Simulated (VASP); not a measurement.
Input of a VASP 6.6.1 run:

File INCAR:

```
PREC = Accurate
ENCUT = 520
EDIFF = 1E-6
ISMEAR = -1
SIGMA = 0.08
LREAL = False
LASPH = True
NELM = 60
ALGO = Normal
ISIF = 2
LWAVE = False
LCHARG = True
GGA = PE
LELF = True
LVHAR = True
NBANDS = 14
```

KPOINTS

```
regular mesh
0
Gamma
  14 14 4
```

File POSCAR:

```
Al
1.0
    2.6394920951      0.0000000000      0.0000000000
   -1.3197460476      2.2858672074      0.0000000000
    0.0000000000      0.0000000000      8.6929517477
Al
4
Direct
    0.0000000000      0.0000000000      0.0000000000
    0.0000000000      0.0000000000      0.5000000000
    0.3333333333      0.6666666667      0.2500000000
    0.6666666667      0.3333333333      0.7500000000
```

Potentials or basis: VASP PAW PBE potentials, release 64 (Al).

Command:

```sh
$ cat potpaw_PBE.64/Al/POTCAR > POTCAR
$ mpirun -np 1 vasp_std > vasp.out
```

What does it give for the band gap on the k mesh?

Zero (band 6 reaches 14.79 eV, above the bottom of band 7 at 8.72 eV).

What does it give for the pressure?

30.0 GPa.
